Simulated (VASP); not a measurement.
# CuSi16 (a cell with a defect) in VASP: relaxation of the atoms with PBE

Aim: the relaxation of the atoms of CuSi16 (a cell with a defect) with PBE.

Program: VASP 6.6.1. These are calculated values, not measurements. Logs are shortened: lines on timing, memory, paths and dates and some standing lists are left out, and cuts for length are marked.

## Step 1: The cell of the first run

The cell holds a defect, 17 atoms: a = 7.679 Å, b = 7.679 Å, c = 7.679 Å, α = 60.00°, β = 60.00°, γ = 60.00°.

## Step 2: Relaxation of the atoms, PBE

Input file INCAR:

```
PREC = Accurate ; ENCUT = 520
EDIFF = 1E-7 ; ISMEAR = 0
SIGMA = 0.05 ; LREAL = Auto
LASPH = True ; NELM = 80
ALGO = Normal ; ISIF = 2
LWAVE = False ; LCHARG = False
GGA = PE ; IBRION = 2
NSW = 80 ; EDIFFG = -0.03
NELECT = 74.0
```

Input file KPOINTS:

```
regular mesh
0
Gamma
  2 2 2
```

Input file POSCAR:

```
CuSi16
1.0
    0.0000000000      5.4300000000      5.4300000000
    5.4300000000      0.0000000000      5.4300000000
    5.4300000000      5.4300000000      0.0000000000
Si Cu
16 1
Direct
    0.0000000000      0.0000000000      0.0000000000
    0.1250000000      0.1250000000      0.1250000000
    0.0000000000      0.0000000000      0.5000000000
    0.1250000000      0.1250000000      0.6250000000
    0.0000000000      0.5000000000      0.0000000000
    0.1250000000      0.6250000000      0.1250000000
    0.0000000000      0.5000000000      0.5000000000
    0.1250000000      0.6250000000      0.6250000000
    0.5000000000      0.0000000000      0.0000000000
    0.6250000000      0.1250000000      0.1250000000
    0.5000000000      0.0000000000      0.5000000000
    0.6250000000      0.1250000000      0.6250000000
    0.5000000000      0.5000000000      0.0000000000
    0.6250000000      0.6250000000      0.1250000000
    0.5000000000      0.5000000000      0.5000000000
    0.6250000000      0.6250000000      0.6250000000
    0.0643841000      0.8153418000      0.3128627000
```

Potentials or basis: VASP PAW PBE potentials, release 64 (Si, Cu).

The run is started by

```
$ cat potpaw_PBE.64/Si/POTCAR potpaw_PBE.64/Cu/POTCAR > POTCAR
$ mpirun -np 1 vasp_std > vasp.out
```

OUTCAR:

```text
PREC = Accurate
   ENCUT = 520
   EDIFF = 1E-7
   ISMEAR = 0
   LREAL = Auto
   LASPH = True
   NELM = 80
   ISIF = 2
   GGA = PE
   IBRION = 2
   NSW = 80
   EDIFFG = -0.03
   NELECT = 74.0

 ion  position               nearest neighbor table
   1  0.000  0.000  0.000-  17 2.26   4 2.35   6 2.35  10 2.35   2 2.35
   2  0.125  0.125  0.125-  17 2.23   3 2.35   5 2.35   9 2.35   1 2.35
   3  0.000  0.000  0.500-  17 2.22   4 2.35   8 2.35  12 2.35   2 2.35
   4  0.125  0.125  0.625-   1 2.35   3 2.35   7 2.35  11 2.35
   5  0.000  0.500  0.000-   2 2.35   6 2.35   8 2.35  14 2.35
   6  0.125  0.625  0.125-  17 2.28   5 2.35   7 2.35  13 2.35   1 2.35
   7  0.000  0.500  0.500-  17 2.28   6 2.35   8 2.35  16 2.35   4 2.35
   8  0.125  0.625  0.625-  17 2.24   5 2.35   7 2.35  15 2.35   3 2.35
   9  0.500  0.000  0.000-   2 2.35  10 2.35  12 2.35  14 2.35
  10  0.625  0.125  0.125-   1 2.35   9 2.35  11 2.35  13 2.35
  11  0.500  0.000  0.500-   4 2.35  10 2.35  12 2.35  16 2.35
  12  0.625  0.125  0.625-   3 2.35   9 2.35  11 2.35  15 2.35
  13  0.500  0.500  0.000-   6 2.35  10 2.35  14 2.35  16 2.35
  14  0.625  0.625  0.125-   5 2.35   9 2.35  13 2.35  15 2.35
  15  0.500  0.500  0.500-   8 2.35  12 2.35  14 2.35  16 2.35
  16  0.625  0.625  0.625-   7 2.35  11 2.35  13 2.35  15 2.35
  17  0.064  0.815  0.313-   3 2.22   2 2.23   8 2.24   1 2.26   7 2.28   6 2.28

  LATTYP: Found a face centered cubic cell.
 ALAT       =    10.8600000000

  Lattice vectors:

 A1 = (   0.0000000000,   5.4300000000,   5.4300000000)
 A2 = (   5.4300000000,   0.0000000000,   5.4300000000)
 A3 = (   5.4300000000,   5.4300000000,   0.0000000000)

Analysis of symmetry for initial positions (statically):
=====================================================================
 Subroutine PRICEL returns:
 Original cell was already a primitive cell.

 Routine SETGRP: Setting up the symmetry group for a
 face centered cubic supercell.

 Subroutine GETGRP returns: Found  1 space group operations
 (whereof  1 operations were pure point group operations)
 out of a pool of 48 trial point group operations.

The static configuration has the point symmetry C_1 .

Analysis of symmetry for dynamics (positions and initial velocities):
=====================================================================
 Subroutine PRICEL returns:
 Original cell was already a primitive cell.

 Routine SETGRP: Setting up the symmetry group for a
 face centered cubic supercell.

 Subroutine GETGRP returns: Found  1 space group operations
 (whereof  1 operations were pure point group operations)
 out of a pool of 48 trial point group operations.

The dynamic configuration has the point symmetry C_1 .

 Subroutine INISYM returns: Found  1 space group operations
 (whereof  1 operations are pure point group operations),
 and found     1 'primitive' translations

----------------------------------------------------------------------------------------

                                     Primitive cell

  volume of cell :     320.2060

  direct lattice vectors                    reciprocal lattice vectors
     0.000000000  5.430000000  5.430000000    -0.092081031  0.092081031  0.092081031
     5.430000000  0.000000000  5.430000000     0.092081031 -0.092081031  0.092081031
     5.430000000  5.430000000  0.000000000     0.092081031  0.092081031 -0.092081031

  length of vectors
     7.679179644  7.679179644  7.679179644     0.159489025  0.159489025  0.159489025

  position of ions in fractional coordinates (direct lattice)
     0.000000000  0.000000000  0.000000000
     0.125000000  0.125000000  0.125000000
     0.000000000  0.000000000  0.500000000
     0.125000000  0.125000000  0.625000000
     0.000000000  0.500000000  0.000000000
     0.125000000  0.625000000  0.125000000
[... 9 lines left out ...]
     0.625000000  0.625000000  0.625000000
     0.064384100  0.815341800  0.312862700

  ion indices of the primitive-cell ions
   primitive index   ion index
                 1           1
                 2           2
                 3           3
                 4           4
                 5           5
                 6           6
[... 9 lines left out ...]
                16          16
                17          17

----------------------------------------------------------------------------------------

 KPOINTS: regular mesh

Automatic generation of k-mesh.
 Grid dimensions read from file:
 generate k-points for:    2    2    2

 Generating k-lattice:

  Cartesian coordinates                     Fractional coordinates (reciprocal lattice)
    -0.046040516  0.046040516  0.046040516     0.500000000  0.000000000  0.000000000
     0.046040516 -0.046040516  0.046040516     0.000000000  0.500000000  0.000000000
     0.046040516  0.046040516 -0.046040516     0.000000000  0.000000000  0.500000000

  Length of vectors
     0.079744512  0.079744512  0.079744512

  Shift w.r.t. Gamma in fractional coordinates (k-lattice)
     0.000000000  0.000000000  0.000000000

 Subroutine IBZKPT returns following result:
 ===========================================

 Found      8 irreducible k-points:

 Following reciprocal coordinates:
            Coordinates               Weight
  0.000000  0.000000  0.000000      1.000000
  0.500000  0.000000  0.000000      1.000000
  0.000000  0.500000  0.000000      1.000000
  0.000000  0.000000  0.500000      1.000000
  0.500000  0.500000  0.500000      1.000000
  0.500000  0.500000  0.000000      1.000000
  0.000000  0.500000  0.500000      1.000000
  0.500000  0.000000  0.500000      1.000000
   k-points           NKPTS =      8   k-points in BZ     NKDIM =      8   number of bands    NBANDS=     46
   number of dos      NEDOS =    301   number of ions     NIONS =     17
   total plane-waves  NPLWV = 216000
   dimension x,y,z NGX =    60 NGY =   60 NGZ =   60
   dimension x,y,z NGXF=   120 NGYF=  120 NGZF=  120
   ions per type =              16   1
   NGX,Y,Z   is equivalent  to a cutoff of  12.99, 12.99, 12.99 a.u.
   NGXF,Y,Z  is equivalent  to a cutoff of  25.98, 25.98, 25.98 a.u.
 SYSTEM =  unknown system
   PREC   = accura    normal or accurate (medium, high low for compatibility)
   ISTART =      0    job   : 0-new  1-cont  2-samecut
   ICHARG =      2    charge: 1-file 2-atom 10-const
   ISPIN  =      1    spin polarized calculation?
   LNONCOLLINEAR =      F non collinear calculations
   LSORBIT =      F    spin-orbit coupling
   LASPH  =      T    aspherical Exc in radial PAW
   ENCUT  =  520.0 eV  38.22 Ry    6.18 a.u.  14.28 14.28 14.28*2*pi/ulx,y,z
   NELM   =     80;   NELMIN=  2; NELMDL= -5     # of ELM steps
   EDIFF  = 0.1E-06   stopping-criterion for ELM
   LREAL  =      T    real-space projection
   EDIFFG = -.3E-01   stopping-criterion for IOM
   NSW    =     80    number of steps for IOM
   IBRION =      2    ionic relax: 0-MD 1-quasi-New 2-CG
   NFREE  =      1    steps in history (QN), initial steepest desc. (CG)
   ISIF   =      2    stress and relaxation
   ISYM   =      2    0-nonsym 1-usesym 2-fastsym
   POTIM  = 0.5000    time-step for ionic-motion
   TEBEG  =    0.0;   TEEND  =   0.0 temperature during run
   PSTRESS=    0.0 pullay stress
   NELECT =      74.0000    total number of electrons
   NUPDOWN=      -1.0000    fix difference up-down
   EMIN   =  10.00;   EMAX   =-10.00  energy-range for DOS
   EFERMI =   0.00;   METHOD = LEGACY
   ISMEAR =     0;   SIGMA  =   0.05  broadening in eV -4-tet -1-fermi 0-gaus
   EFERMI_NEDOS =   21; number of points for ismear=-14 and -15
   IALGO  =     38    algorithm
   IMIX   =      4    mixing-type and parameters
     AMIX     =   0.40;   BMIX     =  1.00
     AMIX_MAG =   1.60;   BMIX_MAG =  1.00
  volume/ion in A,a.u.               =      18.84       127.11
  Fermi-wavevector in a.u.,A,eV,Ry     =   1.004636  1.898488 13.732283  1.009294
  Thomas-Fermi vector in A             =   2.137265
   LORBIT       =      0    0 simple, 1 ext, 2 COOP (PROOUT), +10 PAW based schemes
   GGA     = PE    functional components
   LHFCALC =     F    Hartree Fock is set to
   AEXX    =    0.0000 exact exchange contribution
   IVDW    =     0    specifies the selected vdW correction
   LEPSILON=     F    determine dielectric tensor
   LRPA    =     F    only Hartree local field effects (RPA)
 conjugate gradient relaxation of ions
 non-spin polarized calculation
 Gauss-broadening in eV      SIGMA  =   0.05
  energy-cutoff  :      520.00
  volume of cell :      320.21
 maximum number of plane-waves:      8646
 NGX is ok and might be reduce to    60
   NGX = 29   NGY = 29   NGZ = 29

--------------------------------------- Ionic step        1  -------------------------------------------

 number of electron      74.0000006 magnetization

 Free energy of the ion-electron system (eV)
  ---------------------------------------------------
  ext. energy  EPLUGINS =         0.00000000
  ---------------------------------------------------
  free energy    TOTEN  =       -93.55565695 eV

  energy without entropy =      -93.54732351  energy(sigma->0) =      -93.55149023

------------------------ aborting loop because EDIFF is reached ----------------------------------------

  FORCE on cell =-STRESS in cart. coord.  units (eV):
  Direction    XX          YY          ZZ          XY          YZ          ZX
  --------------------------------------------------------------------------------------
  -------------------------------------------------------------------------------------
  Total        2.2981003      2.2566055      2.2807147      2.2075314     -2.2179009      2.2149092
  in kB       11.4987352     11.2911126     11.4117453     11.0455662    -11.0974512     11.0824818
  external PRESSURE =      11.4005310 kB  Pullay stress =       0.0000000 kB
[... 134 lines left out ...]
  FREE ENERGIE OF THE ION-ELECTRON SYSTEM (eV)
  ---------------------------------------------------
  free  energy   TOTEN  =       -93.9963322092 eV

  energy  without entropy=      -93.9916529093  energy(sigma->0) =      -93.99399256

[... ionic steps 4 to 13 ...]

--------------------------------------- Ionic step       14  -------------------------------------------

 number of electron      74.0000000 magnetization

------------------------ aborting loop because EDIFF is reached ----------------------------------------

  FORCE on cell =-STRESS in cart. coord.  units (eV):
  Direction    XX          YY          ZZ          XY          YZ          ZX
  --------------------------------------------------------------------------------------
  -------------------------------------------------------------------------------------
  Total       -1.0418439     -1.0359804     -1.0386383     -0.4185720      0.4215717     -0.4358397
  in kB       -5.2129522     -5.1836138     -5.1969126     -2.0943595      2.1093687     -2.1807601
  external PRESSURE =      -5.1978262 kB  Pullay stress =       0.0000000 kB
[... 87 lines left out ...]
  energy  without entropy=      -94.1561513274  energy(sigma->0) =      -94.16023912

--------------------------------------- Ionic step       16  -------------------------------------------

 number of electron      74.0000001 magnetization

 Free energy of the ion-electron system (eV)
  ---------------------------------------------------
  ext. energy  EPLUGINS =         0.00000000
  ---------------------------------------------------
  free energy    TOTEN  =       -94.16455008 eV

  energy without entropy =      -94.15645066  energy(sigma->0) =      -94.16050037

 E-fermi :   6.4189     XC(G=0):  -9.6170

 val. band max:        6.4073272771   @ k =   0.0000   0.0000   0.0000
 cond. band min:       6.4492594969   @ k =   0.0000   0.0000   0.0000
 fundamental gap:      0.0419322198
 Fermi energy:         6.4189002787

 k-point     1 :       0.0000    0.0000    0.0000
  band No.  band energies     occupation
      1      -5.9022      2.00000
      2      -3.5566      2.00000
      3      -3.5041      2.00000
      4      -3.5036      2.00000
      5      -3.4743      2.00000
      6      -1.9450      2.00000
[... 425 lines left out ...]
  FREE ENERGIE OF THE ION-ELECTRON SYSTEM (eV)
  ---------------------------------------------------
  free  energy   TOTEN  =       -94.1645500842 eV

  energy  without entropy=      -94.1564506593  energy(sigma->0) =      -94.16050037

 reached required accuracy - stopping structural energy minimisation
```

Run time: 55 min. Hardware: 1 thread of Oxide Virtual Turin-like, shared host; peak memory 0.53 GiB.

Results:

```yaml
Free_energy: -94.1646 eV
Energy_gained_by_relaxing: 35.8 meV/atom
Ionic_steps: 16
Largest_force_after_relaxing: 0.020 eV/Å
```

Forces on the atoms (eV/Å):
```
Si  -0.004  0.001  0.002
Si   0.009 -0.006 -0.001
Si  -0.002  0.004  0.006
Si  -0.007  0.003 -0.002
Si  -0.005 -0.004 -0.005
Si  -0.001 -0.003 -0.006
Si  -0.004  0.001  0.000
Si   0.007 -0.002 -0.006
Si   0.000 -0.001 -0.001
Si   0.001 -0.003 -0.001
Si   0.004 -0.002 -0.001
Si   0.001 -0.002 -0.002
Si   0.001 -0.003 -0.002
Si  -0.002  0.007  0.007
Si   0.001 -0.001 -0.001
Si   0.001  0.000 -0.002
Cu   0.001  0.011  0.017
```

Step by step:
```tsv
step	energy change (eV)	largest force (eV/Å)	pressure (GPa)
1	0.0000	1.9287	1.14
2	-0.4406	0.5582	0.22
3	-0.4407	0.5589	0.23
4	-0.4830	0.3495	0.19
5	-0.4915	0.3408	0.16
6	-0.5129	0.1780	0.12
7	-0.5220	0.2666	0.07
8	-0.5385	0.2263	0.03
9	-0.5762	0.1754	-0.14
10	-0.5930	0.3249	-0.52
11	-0.5965	0.2181	-0.40
12	-0.6080	0.0594	-0.52
13	-0.6081	0.0467	-0.51
14	-0.6086	0.0443	-0.52
15	-0.6087	0.0532	-0.52
16	-0.6089	0.0200	-0.53
```

Final structure:
```
CELL_PARAMETERS angstrom
0.00000 5.43000 5.43000
5.43000 0.00000 5.43000
5.43000 5.43000 0.00000
ATOMIC_POSITIONS crystal
Si 0.00331 0.00735 0.98257
Si 0.12149 0.14298 0.11802
Si 0.00340 0.00739 0.50709
Si 0.16291 0.11266 0.61254
Si 0.96151 0.51318 0.01286
Si 0.12157 0.61803 0.11795
Si 0.00328 0.48268 0.50715
Si 0.12150 0.61816 0.64276
Si 0.49252 0.01008 0.99879
Si 0.63239 0.12638 0.11521
Si 0.53499 0.98851 0.48836
Si 0.63248 0.12634 0.62626
Si 0.49261 0.49895 0.99881
Si 0.58941 0.63703 0.13694
Si 0.49254 0.49891 0.50996
Si 0.63236 0.61535 0.62629
Cu 0.06613 0.81136 0.31131
```

Levels at points of the mesh, in eV from the Fermi level:
```tsv
k point	band 35	band 36	band 37	band 38	band 39	band 40
(0.00, 0.00, 0.00)	-0.52	-0.11	-0.01	0.03	0.03	0.55
(0.50, 0.00, 0.00)	-0.93	-0.53	-0.52	0.56	0.97	1.46
(0.00, 0.50, 0.00)	-1.01	-0.93	-0.73	0.67	1.02	1.08
(0.00, 0.00, 0.50)	-1.01	-0.93	-0.73	0.67	1.02	1.08
(0.50, 0.50, 0.50)	-1.01	-0.93	-0.73	0.67	1.02	1.08
(0.50, 0.50, 0.00)	-1.49	-1.47	-1.17	0.72	0.80	1.87
(0.00, 0.50, 0.50)	-1.49	-1.47	-1.17	0.72	0.80	1.87
(0.50, 0.00, 0.50)	-1.49	-1.47	-1.17	0.72	0.80	1.87
```

Caveat: the k points lie up to 0.50 Å⁻¹ apart; the cell carries a net charge on a neutralising background, which shifts energy and pressure; the cell is charged against a uniform background, so pressure and absolute levels hang on convention.
